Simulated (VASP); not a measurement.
# GdO (F-43m) in VASP: further runs

The runs below take GdO through single point, with PBE-based global hybrid with 50 % exact exchange, PBE, PBEsol.

Program: VASP 6.6.1. These are calculated values, not measurements. Logs are shortened: lines on timing, memory, paths and dates and some standing lists are left out, and cuts for length are marked.

### 1 The cell of the first run

Symmetry: F-43m, No. 216, cubic system. The conventional cell has a = 5.400 Å, b = 5.400 Å, c = 5.400 Å, α = 90.00°, β = 90.00°, γ = 90.00°. Gd (site symmetry -43m) has 4 O at 2.34 Å within 3.1 Å. O (site symmetry -43m) has 4 Gd at 2.34 Å within 3.1 Å.

### 2 Single point, PBE-based global hybrid with 50 % exact exchange, collinear spin, ferromagnetic start

Input file POSCAR:

```
GdO
1.0
    0.0000000000      2.7000000000      2.7000000000
    2.7000000000      0.0000000000      2.7000000000
    2.7000000000      2.7000000000      0.0000000000
Gd O
1 1
Direct
    0.0000000000      0.0000000000      0.0000000000
    0.7500000000      0.7500000000      0.7500000000
```

Input file INCAR.step1:

```
PREC = Accurate
ENCUT = 520
EDIFF = 1E-5
ISMEAR = -1
SIGMA = 0.05
LREAL = F
LASPH = T
NELM = 150
ALGO = Normal
ISIF = 2
LWAVE = T
ISPIN = 2
MAGMOM = 7 0
LORBIT = 11
LMAXMIX = 6
NBANDS = 23
GGA = PE
KPAR = 4
```

Input file INCAR.step2:

```
PREC = Accurate
ENCUT = 520
EDIFF = 1E-6
ISMEAR = -1
SIGMA = 0.05
LREAL = F
LASPH = T
NELM = 150
ALGO = Normal
ISIF = 2
LWAVE = F
LCHARG = T
ISPIN = 2
MAGMOM = 7 0
LORBIT = 11
LMAXMIX = 6
GGA = PE
LHFCALC = T
AEXX = 0.5
PRECFOCK = Normal
LVHAR = T
NBANDS = 23
ISTART = 1
KPAR = 4
```

Input file KPOINTS:

```
regular mesh
0
Gamma
  5 5 5
```

Potentials or basis: VASP PAW PBE potentials, release 64 (Gd, O).

On the command line:

```console
cat potpaw_PBE.64/Gd/POTCAR potpaw_PBE.64/O/POTCAR > POTCAR
cp INCAR.step1 INCAR
mpirun -np 4 vasp_std > vasp.out
cp INCAR.step2 INCAR
mpirun -np 4 vasp_std > vasp.out
```

OUTCAR:

```text
PREC = Accurate
   ENCUT = 520
   EDIFF = 1E-6
   ISMEAR = -1
   LREAL = F
   LASPH = T
   NELM = 150
   ISIF = 2
   ISPIN = 2
   LORBIT = 11
   GGA = PE
   LHFCALC = T
   AEXX = 0.5
   PRECFOCK = Normal
   ISTART = 1

 ion  position               nearest neighbor table
   1  0.000  0.000  0.000-   2 2.34   2 2.34   2 2.34   2 2.34
   2  0.750  0.750  0.750-   1 2.34   1 2.34   1 2.34   1 2.34

  LATTYP: Found a face centered cubic cell.
 ALAT       =     5.4000000000

  Lattice vectors:

 A1 = (   0.0000000000,   2.7000000000,   2.7000000000)
 A2 = (   2.7000000000,   0.0000000000,   2.7000000000)
 A3 = (   2.7000000000,   2.7000000000,   0.0000000000)

Analysis of symmetry for initial positions (statically):
=====================================================================
 Subroutine PRICEL returns:
 Original cell was already a primitive cell.

 Routine SETGRP: Setting up the symmetry group for a
 face centered cubic supercell.

 Subroutine GETGRP returns: Found 24 space group operations
 (whereof 24 operations were pure point group operations)
 out of a pool of 48 trial point group operations.

The static configuration has the point symmetry T_d .

Analysis of symmetry for dynamics (positions and initial velocities):
=====================================================================
 Subroutine PRICEL returns:
 Original cell was already a primitive cell.

 Routine SETGRP: Setting up the symmetry group for a
 face centered cubic supercell.

 Subroutine GETGRP returns: Found 24 space group operations
 (whereof 24 operations were pure point group operations)
 out of a pool of 48 trial point group operations.

The dynamic configuration has the point symmetry T_d .

Analysis of structural, dynamic, and magnetic symmetry:
=====================================================================
 Subroutine PRICEL returns:
 Original cell was already a primitive cell.

 Routine SETGRP: Setting up the symmetry group for a
 face centered cubic supercell.

 Subroutine GETGRP returns: Found 24 space group operations
 (whereof 24 operations were pure point group operations)
 out of a pool of 48 trial point group operations.

The overall configuration has the point symmetry T_d .

 Subroutine INISYM returns: Found 24 space group operations
 (whereof 24 operations are pure point group operations),
 and found     1 'primitive' translations

----------------------------------------------------------------------------------------

                                     Primitive cell

  volume of cell :      39.3660

  direct lattice vectors                    reciprocal lattice vectors
     0.000000000  2.700000000  2.700000000    -0.185185185  0.185185185  0.185185185
     2.700000000  0.000000000  2.700000000     0.185185185 -0.185185185  0.185185185
     2.700000000  2.700000000  0.000000000     0.185185185  0.185185185 -0.185185185

  length of vectors
     3.818376618  3.818376618  3.818376618     0.320750150  0.320750150  0.320750150

  position of ions in fractional coordinates (direct lattice)
     0.000000000  0.000000000  0.000000000
     0.750000000  0.750000000  0.750000000

  ion indices of the primitive-cell ions
   primitive index   ion index
                 1           1
                 2           2

----------------------------------------------------------------------------------------

 KPOINTS: regular mesh

Automatic generation of k-mesh.
 Grid dimensions read from file:
 generate k-points for:    5    5    5

 Generating k-lattice:

  Cartesian coordinates                     Fractional coordinates (reciprocal lattice)
    -0.037037037  0.037037037  0.037037037     0.200000000  0.000000000  0.000000000
     0.037037037 -0.037037037  0.037037037     0.000000000  0.200000000  0.000000000
     0.037037037  0.037037037 -0.037037037     0.000000000  0.000000000  0.200000000

  Length of vectors
     0.064150030  0.064150030  0.064150030

  Shift w.r.t. Gamma in fractional coordinates (k-lattice)
     0.000000000  0.000000000  0.000000000

 Subroutine IBZKPT returns following result:
 ===========================================

 Found     10 irreducible k-points:

 Following reciprocal coordinates:
            Coordinates               Weight
  0.000000  0.000000  0.000000      1.000000
  0.200000  0.000000  0.000000      8.000000
  0.400000  0.000000  0.000000      8.000000
  0.200000  0.200000  0.000000      6.000000
  0.400000  0.200000  0.000000     24.000000
 -0.400000  0.200000  0.000000     24.000000
 -0.200000  0.200000  0.000000     12.000000
  0.400000  0.400000  0.000000      6.000000
 -0.400000  0.400000  0.000000     12.000000
 -0.400000  0.400000  0.200000     24.000000
   k-points           NKPTS =     10   k-points in BZ     NKDIM =    125   number of bands    NBANDS=     23
   number of dos      NEDOS =    301   number of ions     NIONS =      2
   total plane-waves  NPLWV =  21952
   dimension x,y,z NGX =    28 NGY =   28 NGZ =   28
   dimension x,y,z NGXF=    56 NGYF=   56 NGZF=   56
   ions per type =               1   1
   NGX,Y,Z   is equivalent  to a cutoff of  12.19, 12.19, 12.19 a.u.
   NGXF,Y,Z  is equivalent  to a cutoff of  24.38, 24.38, 24.38 a.u.
 SYSTEM =  unknown system
   PREC   = accura    normal or accurate (medium, high low for compatibility)
   ISTART =      1    job   : 0-new  1-cont  2-samecut
   ICHARG =      0    charge: 1-file 2-atom 10-const
   ISPIN  =      2    spin polarized calculation?
   LNONCOLLINEAR =      F non collinear calculations
   LSORBIT =      F    spin-orbit coupling
   LASPH  =      T    aspherical Exc in radial PAW
   ENCUT  =  520.0 eV  38.22 Ry    6.18 a.u.   7.10  7.10  7.10*2*pi/ulx,y,z
   NELM   =    150;   NELMIN=  2; NELMDL=  0     # of ELM steps
   EDIFF  = 0.1E-05   stopping-criterion for ELM
   LREAL  =      F    real-space projection
   EDIFFG = 0.1E-04   stopping-criterion for IOM
   NSW    =      0    number of steps for IOM
   IBRION =     -1    ionic relax: 0-MD 1-quasi-New 2-CG
   NFREE  =      0    steps in history (QN), initial steepest desc. (CG)
   ISIF   =      2    stress and relaxation
   ISYM   =      3    0-nonsym 1-usesym 2-fastsym
   POTIM  = 0.5000    time-step for ionic-motion
   TEBEG  =    0.0;   TEEND  =   0.0 temperature during run
   PSTRESS=    0.0 pullay stress
   NELECT =      24.0000    total number of electrons
   NUPDOWN=      -1.0000    fix difference up-down
   EMIN   =  10.00;   EMAX   =-10.00  energy-range for DOS
   EFERMI =   0.00;   METHOD = LEGACY
   ISMEAR =    -1;   SIGMA  =   0.05  broadening in eV -4-tet -1-fermi 0-gaus
   EFERMI_NEDOS =   21; number of points for ismear=-14 and -15
   IALGO  =     38    algorithm
   IMIX   =      1    mixing-type and parameters
     AMIX     =   0.40;   BMIX     =  1.00
     AMIX_MAG =   1.60;   BMIX_MAG =  1.00
  volume/ion in A,a.u.               =      19.68       132.83
  Fermi-wavevector in a.u.,A,eV,Ry     =   1.388156  2.623234 26.218100  1.926976
  Thomas-Fermi vector in A             =   2.512309
   LORBIT       =     11    0 simple, 1 ext, 2 COOP (PROOUT), +10 PAW based schemes
   GGA     = PE    functional components
   LHFCALC =     T    Hartree Fock is set to
   PRECFOCK=normal    Normal, Fast or Accurate (Low or Medium for compatibility)
   ENCUT4O =  -1.0   cutoff for four orbital integrals eV
   NKREDX  =     1    reduce k-point grid by
   NKREDY  =     1    reduce k-point grid by
   NKREDZ  =     1    reduce k-point grid by
   AEXX    =    0.5000 exact exchange contribution
   HFSCREEN=    0.0000 screening length (either q_TF or 0.3 A-1)
   HFSCREENC=   0.0000 screening length for correlation (either q_TF or 0.3 A-1)
   ENCUTFOCK=  -1.0 apply spherical cutoff to Coloumb kernel
   IVDW    =     0    specifies the selected vdW correction
   LEPSILON=     F    determine dielectric tensor
   LRPA    =     F    only Hartree local field effects (RPA)
 spin polarized calculation
  energy-cutoff  :      520.00
  volume of cell :       39.37
 maximum number of plane-waves:      1073
  NGX = 24; NGY = 24; NGZ = 24

 number of electron      23.9999989 magnetization       7.9990005

 Free energy of the ion-electron system (eV)
  ---------------------------------------------------
  ext. energy  EPLUGINS =         0.00000000
  ---------------------------------------------------
  free energy    TOTEN  =       -55.21226727 eV

  energy without entropy =      -55.21226727  energy(sigma->0) =      -55.21226727

 E-fermi :   3.5463     XC(G=0):  -5.8453

 val. band max:        2.5707747989   @ k =   0.4000   0.0000   0.0000
 cond. band min:       4.3995277046   @ k =   0.0000   0.0000   0.0000
 fundamental gap:      1.8287529057
 Fermi energy:         3.5463073460

 spin component 1

 k-point     1 :       0.0000    0.0000    0.0000
  band No.  band energies     occupation
      1     -48.9684      1.00000
      2     -23.6486      1.00000
      3     -23.6486      1.00000
      4     -23.6486      1.00000
      5     -21.3129      1.00000
      6      -8.4192      1.00000
[... 15 lines left out ...]
     22      16.9151      0.00000
     23      17.7681      0.00000

 k-point     2 :       0.2000    0.0000    0.0000
  band No.  band energies     occupation
      1     -48.9510      1.00000
      2     -24.2412      1.00000
      3     -23.6833      1.00000
      4     -23.6833      1.00000
      5     -20.7768      1.00000
      6      -8.4257      1.00000
[... 15 lines left out ...]
     22      14.5520      0.00000
     23      18.5175      0.00000
[... 180 lines left out ...]
     22      14.7461      0.00000
     23      15.7292      0.00000

 k-point    10 :      -0.4000    0.4000    0.2000
  band No.  band energies     occupation
      1     -48.9053      1.00000
      2     -24.9950      1.00000
      3     -24.0462      1.00000
      4     -23.8635      1.00000
      5     -19.8367      1.00000
      6      -8.4774      1.00000
[... 15 lines left out ...]
     22      14.8775      0.00000
     23      16.2939      0.00000
 Fermi energy:         3.5463073460

 spin component 2

 k-point     1 :       0.0000    0.0000    0.0000
  band No.  band energies     occupation
      1     -45.2068      1.00000
      2     -21.0712      1.00000
      3     -20.7273      1.00000
      4     -20.7273      1.00000
      5     -20.7273      1.00000
      6      -4.4506      1.00000
[... 15 lines left out ...]
     22      18.6744      0.00000
     23      18.9842      0.00000

 k-point     2 :       0.2000    0.0000    0.0000
  band No.  band energies     occupation
      1     -45.1847      1.00000
      2     -22.2179      1.00000
      3     -20.7716      1.00000
      4     -20.7716      1.00000
      5     -19.6584      1.00000
      6      -4.4457      1.00000
[... 15 lines left out ...]
     22      16.2166      0.00000
     23      19.7572      0.00000
[... 180 lines left out ...]
     22      16.3344      0.00000
     23      17.2024      0.00000

 k-point    10 :      -0.4000    0.4000    0.2000
  band No.  band energies     occupation
      1     -45.1268      1.00000
      2     -23.2496      1.00000
      3     -21.1700      1.00000
      4     -20.9999      1.00000
      5     -18.4528      1.00000
      6      -4.3718      1.00000
[... 15 lines left out ...]
     22      16.4640      0.00000
     23      17.9224      0.00000

------------------------ aborting loop because EDIFF is reached ----------------------------------------

  FORCE on cell =-STRESS in cart. coord.  units (eV):
  Direction    XX          YY          ZZ          XY          YZ          ZX
  --------------------------------------------------------------------------------------
  -------------------------------------------------------------------------------------
  Total       -0.8354311     -0.8354311     -0.8354311      0.0000000      0.0000000     -0.0000000
  in kB      -34.0016434    -34.0016434    -34.0016434      0.0000000      0.0000000     -0.0000000
  external PRESSURE =     -34.0016434 kB  Pullay stress =       0.0000000 kB

 VOLUME and BASIS-vectors are now :
 -----------------------------------------------------------------------------
  energy-cutoff  :      520.00
  volume of cell :       39.37
      direct lattice vectors                 reciprocal lattice vectors
     0.000000000  2.700000000  2.700000000    -0.185185185  0.185185185  0.185185185
     2.700000000  0.000000000  2.700000000     0.185185185 -0.185185185  0.185185185
     2.700000000  2.700000000  0.000000000     0.185185185  0.185185185 -0.185185185

 POSITION                                       TOTAL-FORCE (eV/Angst)
 -----------------------------------------------------------------------------------
      0.00000      0.00000      0.00000        -0.000000     -0.000000     -0.000000
      4.05000      4.05000      4.05000         0.000000      0.000000      0.000000
 -----------------------------------------------------------------------------------
    total drift:                               -0.000005     -0.000009     -0.000005

  FREE ENERGIE OF THE ION-ELECTRON SYSTEM (eV)
  ---------------------------------------------------
  free  energy   TOTEN  =       -55.2122672670 eV

  energy  without entropy=      -55.2122672665  energy(sigma->0) =      -55.21226727

 total charge

# of ion       s       p       d       f       tot
--------------------------------------------------
    1        2.030   5.694   0.418   6.984  15.126
    2        1.572   3.513   0.000   0.000   5.085
--------------------------------------------------
tot          3.602   9.207   0.418   6.984  20.211

 magnetization (x)

# of ion       s       p       d       f       tot
--------------------------------------------------
    1        0.007  -0.027   0.166   6.934   7.080
    2        0.008   0.030   0.000   0.000   0.038
--------------------------------------------------
tot          0.015   0.003   0.166   6.934   7.118
```

Wall time 31 min (4 MPI ranks of AMD EPYC 7R43 (Zen 3), shared host); peak memory 0.18 GiB.

What came out:

* Free energy: -55.2123 eV
* Pressure: -3.4 GPa
* Band gap on the k mesh: 1.83 eV (least direct gap 4.10 eV)
* Net moment: 8.00 μB per cell
* Site moments: Gd +7.08; O +0.04 μB
* Valence electrons inside the program's atomic spheres: Gd 15.13; O 5.08

Caveat: the cell stands under tension; the PAW data sets were made with another functional, which shifts forces and pressure a little; spin-orbit coupling is left out, which moves the levels of the heavy elements; an odd mesh through Γ misses points on the zone boundary, where band edges can lie; a cell with one magnetic atom can't hold antiferromagnetic order, which such compounds often take.

### 3 Single point, PBE, collinear spin, ferromagnetic start

This run uses another cell than the first one, of 19.29 Å³/atom.

Input file INCAR:

```
SYSTEM = GdO
PREC     = Accurate       ! precision mode
ENCUT    = 520            ! plane-wave cutoff, eV
EDIFF    = 1E-7           ! SCF threshold, eV
ISMEAR   = -1             ! smearing method
SIGMA    = 0.05           ! smearing width, eV
LREAL    = .False.        ! projectors in reciprocal space
LASPH    = .True.         ! aspherical terms in the spheres
NELM     = 150            ! most SCF steps
ALGO     = Normal         ! electronic algorithm
ISIF     = 2              ! what is computed and relaxed
LWAVE    = .False.        ! write WAVECAR
LCHARG   = .False.        ! write CHGCAR
ISPIN    = 2              ! spin polarisation
MAGMOM   = 7 0            ! initial moments
LORBIT   = 11             ! projections on sites
LMAXMIX  = 6              ! l up to which the mixer works
GGA      = PE             ! functional
NBANDS   = 23             ! bands
```

Input file KPOINTS:

```
Automatic mesh
0
Gamma
  9 9 9
  0 0 0
```

Input file POSCAR:

```
GdO
1.0
    0.0000000000      2.6818786486      2.6818786486
    2.6818786486      0.0000000000      2.6818786486
    2.6818786486      2.6818786486      0.0000000000
Gd O
1 1
Direct
    0.0000000000      0.0000000000      0.0000000000
    0.7500000000      0.7500000000      0.7500000000
```

Potentials or basis: VASP PAW PBE potentials, release 64 (Gd, O).

On the command line:

```console
cat potpaw_PBE.64/Gd/POTCAR potpaw_PBE.64/O/POTCAR > POTCAR
mpirun -np 1 vasp_std > vasp.out
```

It took 50 s on 1 thread of Intel Xeon 6975P-C (Granite Rapids), shared host; peak memory 0.21 GiB.

The run converged. Its results:

- Free energy: -22.0541 eV
- Pressure: 1.4 GPa
- Net moment: 7.57 μB per cell
- Site moments: Gd +6.88; O -0.02 μB
- Valence electrons inside the program's atomic spheres: Gd 15.23; O 5.00

Levels at points of the mesh, in eV from the Fermi level:
Spin up:
```csv
k point,band 13,band 14,band 15,band 16,band 17,band 18,band 19,band 20
"(0.00, 0.00, 0.00)",-4.66,-4.66,-4.66,-2.19,2.59,2.59,4.58,4.58
```
Spin down:
| k point | band 4 | band 5 | band 6 | band 7 | band 8 | band 9 | band 10 | band 11 | band 12 | band 13 |
| --- | --- | --- | --- | --- | --- | --- | --- | --- | --- | --- |
| (0.00, 0.00, 0.00) | -20.47 | -19.53 | -5.69 | -5.69 | -5.69 | -1.43 | 0.42 | 0.42 | 0.42 | 0.63 |

Caveat: spin-orbit coupling is left out, which moves the levels of the heavy elements; a cell with one magnetic atom can't hold antiferromagnetic order, which such compounds often take; semilocal functionals describe open f shells poorly, which spoils levels, moments and volumes.

### 4 Single point, PBE, collinear spin, ferromagnetic start

Input file INCAR:

```
SYSTEM = GdO
  PREC = Accurate
  ENCUT = 520
  EDIFF = 1E-6
  ISMEAR = -1
  SIGMA = 0.05
  LREAL = .FALSE.
  LASPH = .TRUE.
  NELM = 150
  ALGO = Normal
  ISIF = 2
  LWAVE = .FALSE.
  LCHARG = .FALSE.
  ISPIN = 2
  MAGMOM = 7 0
  LORBIT = 11
  LMAXMIX = 6
  GGA = PE
  NBANDS = 23
```

Input file KPOINTS:

```
regular mesh
0
G
  9 9 9
  0 0 0
```

Input file POSCAR:

```
GdO
1.0
    0.0000000000      2.7000000000      2.7000000000
    2.7000000000      0.0000000000      2.7000000000
    2.7000000000      2.7000000000      0.0000000000
Gd O
1 1
Direct
    0.0000000000      0.0000000000      0.0000000000
    0.7500000000      0.7500000000      0.7500000000
```

On the command line:

```console
cat potpaw_PBE.64/Gd/POTCAR potpaw_PBE.64/O/POTCAR > POTCAR
mpirun -np 1 vasp_std > vasp.out
```

Run time: 49 s. Hardware: 1 thread of Intel Xeon 6975P-C (Granite Rapids), shared host; peak memory 0.21 GiB.

The run converged. Its results:

```yaml
Free_energy: -22.0568 eV
Pressure: -0.5 GPa
Net_moment: 7.57 μB per cell
Site_moments: Gd +6.87; O -0.02 μB
Valence_electrons_inside_the_program's_atomic_spheres: Gd 15.21; O 5.00
```

Levels at points of the mesh, in eV from the Fermi level:
Spin up:
```csv
k point,band 12,band 13,band 14,band 15,band 16,band 17,band 18,band 19,band 20,band 21
"(0.00, 0.00, 0.00)",-4.82,-4.67,-4.67,-4.67,-2.20,2.58,2.58,4.51,4.51,4.51
```
Spin down:
| k point | band 4 | band 5 | band 6 | band 7 | band 8 | band 9 | band 10 | band 11 | band 12 | band 13 |
| --- | --- | --- | --- | --- | --- | --- | --- | --- | --- | --- |
| (0.00, 0.00, 0.00) | -20.49 | -19.42 | -5.57 | -5.57 | -5.57 | -1.42 | 0.40 | 0.40 | 0.40 | 0.60 |

Caveat: spin-orbit coupling is left out, which moves the levels of the heavy elements; a cell with one magnetic atom can't hold antiferromagnetic order, which such compounds often take; semilocal functionals describe open f shells poorly, which spoils levels, moments and volumes.

[end of part 1 of 2]
